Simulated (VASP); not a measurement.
# Lu (P2_1/m) in VASP: a series of runs, part 3 of 3

VASP 6.6.1.

## 5. Single point, PBEsol

The input, INCAR:

```
ALGO = Normal ; EDIFF = 1E-6
ENCUT = 520 ; GGA = PS
ISIF = 2 ; ISMEAR = -1
LASPH = T ; LCHARG = T
LELF = T ; LREAL = F
LVHAR = T ; LWAVE = F
NBANDS = 32 ; NELM = 100
PREC = Accurate ; SIGMA = 0.05
```

The input, KPOINTS:

```
k-points
0
Gamma
  7 7 4
```

The input, POSCAR:

```
Lu
1.0
    3.5031000000      0.0000000000      0.0000000000
   -1.7515500000      3.0337735920      0.0000000000
    0.0000000000      0.0000000000      5.5509000000
Lu
2
Direct
    0.3331985053      0.7078791264      0.2500000000
    1.5001347305      0.2921206785      0.7500000000
```

Potentials or basis: VASP PAW PBE potentials, release 64 (Lu).

On the command line:

```bash
cat potpaw_PBE.64/Lu/POTCAR > POTCAR
mpirun -np 1 vasp_std > vasp.out
```

OUTCAR:

```text
EDIFF = 1E-6
   ENCUT = 520
   GGA = PS
   ISIF = 2
   ISMEAR = -1
   LASPH = T
   LREAL = F
   NELM = 100
   PREC = Accurate

 ion  position               nearest neighbor table
   1  0.333  0.708  0.250-   2 3.32   2 3.32   2 3.32   2 3.32   2 3.75   2 3.75
   2  0.500  0.292  0.750-   1 3.32   1 3.32   1 3.32   1 3.32   1 3.75   1 3.75

  LATTYP: Found a hexagonal cell.
 ALAT       =     3.5031000000
 C/A-ratio  =     1.5845679541

  Lattice vectors:

 A1 = (   3.5031000000,   0.0000000000,   0.0000000000)
 A2 = (  -1.7515500000,   3.0337735920,   0.0000000000)
 A3 = (   0.0000000000,   0.0000000000,   5.5509000000)

Analysis of symmetry for initial positions (statically):
=====================================================================
 Subroutine PRICEL returns:
 Original cell was already a primitive cell.

 Routine SETGRP: Setting up the symmetry group for a
 hexagonal supercell.

 Subroutine GETGRP returns: Found  4 space group operations
 (whereof  1 operations were pure point group operations)
 out of a pool of 24 trial point group operations.

The static configuration has the point symmetry C_1 .
 The point group associated with its full space group is C_2h.

Analysis of symmetry for dynamics (positions and initial velocities):
=====================================================================
 Subroutine PRICEL returns:
 Original cell was already a primitive cell.

 Routine SETGRP: Setting up the symmetry group for a
 hexagonal supercell.

 Subroutine GETGRP returns: Found  4 space group operations
 (whereof  1 operations were pure point group operations)
 out of a pool of 24 trial point group operations.

The dynamic configuration has the point symmetry C_1 .
 The point group associated with its full space group is C_2h.

 Subroutine INISYM returns: Found  4 space group operations
 (whereof  1 operations are pure point group operations),
 and found     1 'primitive' translations

----------------------------------------------------------------------------------------

                                     Primitive cell

  volume of cell :      58.9928

  direct lattice vectors                    reciprocal lattice vectors
     3.503100000  0.000000000  0.000000000     0.285461448  0.164811244  0.000000000
    -1.751550000  3.033773592  0.000000000     0.000000000  0.329622488  0.000000000
     0.000000000  0.000000000  5.550900000     0.000000000  0.000000000  0.180150967

  length of vectors
     3.503100000  3.503100000  5.550900000     0.329622488  0.329622488  0.180150967

  position of ions in fractional coordinates (direct lattice)
     0.333198505  0.707879126  0.250000000
     0.500134731  0.292120678  0.750000000

  ion indices of the primitive-cell ions
   primitive index   ion index
                 1           1
                 2           2

----------------------------------------------------------------------------------------

 KPOINTS: k-points

Automatic generation of k-mesh.
 Grid dimensions read from file:
 generate k-points for:    7    7    4

 Generating k-lattice:

  Cartesian coordinates                     Fractional coordinates (reciprocal lattice)
     0.040780207  0.023544463  0.000000000     0.142857143  0.000000000  0.000000000
     0.000000000  0.047088927  0.000000000     0.000000000  0.142857143  0.000000000
     0.000000000  0.000000000  0.045037742     0.000000000  0.000000000  0.250000000

  Length of vectors
     0.047088927  0.047088927  0.045037742

  Shift w.r.t. Gamma in fractional coordinates (k-lattice)
     0.000000000  0.000000000  0.000000000

 Subroutine IBZKPT returns following result:
 ===========================================

 Found     75 irreducible k-points:

 Following reciprocal coordinates:
            Coordinates               Weight
  0.000000  0.000000  0.000000      1.000000
  0.142857  0.000000  0.000000      2.000000
  0.000000  0.142857  0.000000      2.000000
 -0.142857  0.142857  0.000000      2.000000
  0.285714  0.000000  0.000000      2.000000
  0.000000  0.285714  0.000000      2.000000
[... 16 lines left out ...]
  0.285714  0.285714  0.000000      2.000000
 -0.285714 -0.428571  0.000000      2.000000
 [... further k-points ...]
   k-points           NKPTS =     75   k-points in BZ     NKDIM =     75   number of bands    NBANDS=     32
   number of dos      NEDOS =    301   number of ions     NIONS =      2
   total plane-waves  NPLWV =  32928
   dimension x,y,z NGX =    28 NGY =   28 NGZ =   42
   dimension x,y,z NGXF=    56 NGYF=   56 NGZF=   84
   ions per type =               2
   NGX,Y,Z   is equivalent  to a cutoff of  13.29, 13.29, 12.58 a.u.
   NGXF,Y,Z  is equivalent  to a cutoff of  26.58, 26.58, 25.16 a.u.
 SYSTEM =  unknown system
   PREC   = accura    normal or accurate (medium, high low for compatibility)
   ISTART =      0    job   : 0-new  1-cont  2-samecut
   ICHARG =      2    charge: 1-file 2-atom 10-const
   ISPIN  =      1    spin polarized calculation?
   LNONCOLLINEAR =      F non collinear calculations
   LSORBIT =      F    spin-orbit coupling
   LASPH  =      T    aspherical Exc in radial PAW
   ENCUT  =  520.0 eV  38.22 Ry    6.18 a.u.   6.51  6.51 10.32*2*pi/ulx,y,z
   NELM   =    100;   NELMIN=  2; NELMDL= -5     # of ELM steps
   EDIFF  = 0.1E-05   stopping-criterion for ELM
   LREAL  =      F    real-space projection
   EDIFFG = 0.1E-04   stopping-criterion for IOM
   NSW    =      0    number of steps for IOM
   IBRION =     -1    ionic relax: 0-MD 1-quasi-New 2-CG
   NFREE  =      0    steps in history (QN), initial steepest desc. (CG)
   ISIF   =      2    stress and relaxation
   ISYM   =      2    0-nonsym 1-usesym 2-fastsym
   POTIM  = 0.5000    time-step for ionic-motion
   TEBEG  =    0.0;   TEEND  =   0.0 temperature during run
   PSTRESS=    0.0 pullay stress
   NELECT =      50.0000    total number of electrons
   NUPDOWN=      -1.0000    fix difference up-down
   EMIN   =  10.00;   EMAX   =-10.00  energy-range for DOS
   EFERMI =   0.00;   METHOD = LEGACY
   ISMEAR =    -1;   SIGMA  =   0.05  broadening in eV -4-tet -1-fermi 0-gaus
   EFERMI_NEDOS =   21; number of points for ismear=-14 and -15
   IALGO  =     38    algorithm
   IMIX   =      4    mixing-type and parameters
     AMIX     =   0.40;   BMIX     =  1.00
     AMIX_MAG =   1.60;   BMIX_MAG =  1.00
  volume/ion in A,a.u.               =      29.50       199.05
  Fermi-wavevector in a.u.,A,eV,Ry     =   1.549287  2.927727 32.657919  2.400289
  Thomas-Fermi vector in A             =   2.654115
   LORBIT       =      0    0 simple, 1 ext, 2 COOP (PROOUT), +10 PAW based schemes
   GGA     = PS    functional components
   LHFCALC =     F    Hartree Fock is set to
   AEXX    =    0.0000 exact exchange contribution
   IVDW    =     0    specifies the selected vdW correction
   LEPSILON=     F    determine dielectric tensor
   LRPA    =     F    only Hartree local field effects (RPA)
 non-spin polarized calculation
  energy-cutoff  :      520.00
  volume of cell :       58.99
 maximum number of plane-waves:      1640
 NGX is ok and might be reduce to    28
   NGX = 13   NGY = 13   NGZ = 21

 number of electron      49.9999993 magnetization

 Free energy of the ion-electron system (eV)
  ---------------------------------------------------
  ext. energy  EPLUGINS =         0.00000000
  ---------------------------------------------------
  free energy    TOTEN  =        -9.72709444 eV

  energy without entropy =       -9.69965474  energy(sigma->0) =       -9.71337459

 E-fermi :   2.0682     XC(G=0): -10.7092

 val. band max:        2.0617405434   @ k =  -0.2857   0.4286   0.0000
 cond. band min:       2.1065461212   @ k =   0.4286   0.2857   0.5000
 fundamental gap:      0.0448055778
 Fermi energy:         2.0681532390

 k-point     1 :       0.0000    0.0000    0.0000
  band No.  band energies     occupation
      1     -54.1994      2.00000
      2     -54.1630      2.00000
      3     -25.1580      2.00000
      4     -24.7421      2.00000
      5     -24.6510      2.00000
      6     -24.6438      2.00000
[... 24 lines left out ...]
     31       5.2928      0.00000
     32       6.4790      0.00000

 k-point     2 :       0.1429    0.0000    0.0000
  band No.  band energies     occupation
      1     -54.1959      2.00000
      2     -54.1606      2.00000
      3     -25.1390      2.00000
      4     -24.7586      2.00000
      5     -24.7306      2.00000
      6     -24.6896      2.00000
[... 762 lines left out ...]
 k-point    24 :      -0.2857   -0.4286    0.0000
  band No.  band energies     occupation
      1     -54.1660      2.00000
      2     -54.1617      2.00000
      3     -24.9698      2.00000
      4     -24.9228      2.00000
      5     -24.8573      2.00000
      6     -24.8493      2.00000
[... 24 lines left out ...]
     31       6.5294      0.00000
     32       7.5221      0.00000

 [... further k-points ...]
[... 5 lines left out ...]
  --------------------------------------------------------------------------------------
  -------------------------------------------------------------------------------------
  Total       -1.4030158     -0.8805816     -0.8462903     -0.4543533      0.0000000      0.0000000
  in kB      -38.1043045    -23.9155892    -22.9842761    -12.3397163      0.0000000      0.0000000
  external PRESSURE =     -28.3347233 kB  Pullay stress =       0.0000000 kB

 VOLUME and BASIS-vectors are now :
 -----------------------------------------------------------------------------
  energy-cutoff  :      520.00
  volume of cell :       58.99
      direct lattice vectors                 reciprocal lattice vectors
     3.503100000  0.000000000  0.000000000     0.285461448  0.164811244  0.000000000
    -1.751550000  3.033773592  0.000000000     0.000000000  0.329622488  0.000000000
     0.000000000  0.000000000  5.550900000     0.000000000  0.000000000  0.180150967

 POSITION                                       TOTAL-FORCE (eV/Angst)
 -----------------------------------------------------------------------------------
     -0.07266      2.14755      1.38773        -0.451015     -0.254810      0.000000
      1.24036      0.88623      4.16318         0.451015      0.254810      0.000000
 -----------------------------------------------------------------------------------
    total drift:                               -0.000762      0.001468     -0.000000

  FREE ENERGIE OF THE ION-ELECTRON SYSTEM (eV)
  ---------------------------------------------------
  free  energy   TOTEN  =        -9.7270944447 eV

  energy  without entropy=       -9.6996547389  energy(sigma->0) =       -9.71337459
```

OSZICAR:

```text
N       E                     dE             d eps       ncg     rms          rms(c)
DAV:   1     0.237978080811E+03    0.23798E+03   -0.19250E+04  6936   0.513E+03
DAV:   2     0.199634823822E+02   -0.21801E+03   -0.20971E+03  5184   0.552E+02
DAV:   3    -0.729743193885E+01   -0.27261E+02   -0.26743E+02  6864   0.117E+02
DAV:   4    -0.985354409557E+01   -0.25561E+01   -0.25405E+01  7448   0.247E+01
DAV:   5    -0.992622633242E+01   -0.72682E-01   -0.72657E-01  7344   0.432E+00    0.494E+00
DAV:   6    -0.976619550869E+01    0.16003E+00   -0.50251E-01  7432   0.926E+00    0.226E+00
DAV:   7    -0.973047822675E+01    0.35717E-01   -0.10340E-01  7160   0.192E+00    0.452E-01
DAV:   8    -0.972691609323E+01    0.35621E-02   -0.13070E-02  7816   0.920E-01    0.136E-01
DAV:   9    -0.972709059441E+01   -0.17450E-03   -0.14598E-03  6608   0.267E-01    0.866E-02
DAV:  10    -0.972709404813E+01   -0.34537E-05   -0.24906E-04  7504   0.127E-01    0.704E-03
DAV:  11    -0.972709512523E+01   -0.10771E-05   -0.89169E-06  5800   0.224E-02    0.898E-03
DAV:  12    -0.972709444474E+01    0.68050E-06   -0.11328E-06  4576   0.857E-03
   1 F= -.97270944E+01 E0= -.97133746E+01  d E =-.274397E-01
```

stdout:

```text
POSCAR found type information on POSCAR Lu
 POSCAR found :  1 types and       2 ions
 scaLAPACK will be used
 -----------------------------------------------------------------------------
|                                                                             |
|                                                                             |
|     You enforced a specific xc type in the INCAR file but a different       |
|     I HOPE YOU KNOW WHAT YOU ARE DOING!                                     |
|                                                                             |
 -----------------------------------------------------------------------------

 LDA part: xc-table for (Slater+PW92), standard interpolation
 POSCAR, INCAR and KPOINTS ok, starting setup
 FFT: planning ... GRIDC
 FFT: planning ... GRID_SOFT
 FFT: planning ... GRID
 WAVECAR not read
 entering main loop
```

Wall time 58 s (1 thread of Intel Xeon 6975P-C (Granite Rapids), shared host); peak memory 0.25 GiB.

What came out:

* Free energy: -9.7271 eV
* Pressure: -2.8 GPa
* Largest force: 0.518 eV/Å
* Band gap on the k mesh: zero (band 25 reaches 3.13 eV, above the bottom of band 26 at 1.57 eV)

Forces in eV/Å, atoms in the order of the input:
```
Lu  -0.451 -0.255  0.000
Lu   0.451  0.255  0.000
```

Caveat: the PAW data sets were made with another functional, which shifts forces and pressure a little; spin-orbit coupling is left out, which moves the levels of the heavy elements.

## 6. Single point, PBEsol

The input, INCAR:

```
ALGO     = Normal         # electronic algorithm
EDIFF    = 1E-7           # SCF threshold, eV
ENCUT    = 520            # plane-wave cutoff, eV
GGA      = PS             # functional
ISIF     = 2              # what is computed and relaxed
ISMEAR   = -1             # smearing method
LASPH    = T              # aspherical terms in the spheres
LCHARG   = F              # write CHGCAR
LREAL    = F              # projectors in reciprocal space
LWAVE    = F              # write WAVECAR
NBANDS   = 32             # bands
NELM     = 60             # most SCF steps
PREC     = Accurate       # precision mode
SIGMA    = 0.05           # smearing width, eV
```

KPOINTS is that of step 5.

The input, POSCAR:

```
Lu
1.0
    3.5031000000      0.0000000000      0.0000000000
   -1.7515500000      3.0337735920      0.0000000000
    0.0000000000      0.0000000000      5.5509000000
Lu
2
Direct
    0.3746830255      0.7078787968      0.2500000000
    0.7919837084      0.2921213377      0.7500000000
```

Potentials or basis: VASP PAW PBE potentials, release 64 (Lu).

On the command line:

```bash
cat potpaw_PBE.64/Lu/POTCAR > POTCAR
mpirun -np 1 vasp_std > vasp.out
```

Wall time 64 s (1 thread of Intel Xeon 6975P-C (Granite Rapids), shared host); peak memory 0.26 GiB.

Results (log left out):

```yaml
Free_energy: -9.7271 eV
Pressure: -2.8 GPa
Largest_force: 0.518 eV/Å
Band_gap_on_the_k_mesh: zero (band 25 reaches 3.13 eV, above the bottom of band 26 at 1.57 eV)
```

Forces on the atoms (eV/Å):
```
Lu   0.451 -0.255  0.000
Lu  -0.451  0.255  0.000
```

Stress tensor (GPa, compression positive):
```
-3.82  1.23  0.00
 1.23 -2.40  0.00
 0.00  0.00 -2.30
```

Levels at points of the mesh, in eV from the Fermi level:
```
           k point  band 22  band 23  band 24  band 25  band 26  band 27  band 28  band 29
(0.00, 0.00, 0.00)    -4.91    -4.91    -2.46     0.52     1.59     1.94     2.48     2.67
(0.00, 0.00, 0.50)    -4.91    -4.41    -4.41     1.06     1.06     2.14     2.14     2.33
```

Caveat: the PAW data sets were made with another functional, which shifts forces and pressure a little; spin-orbit coupling is left out, which moves the levels of the heavy elements.
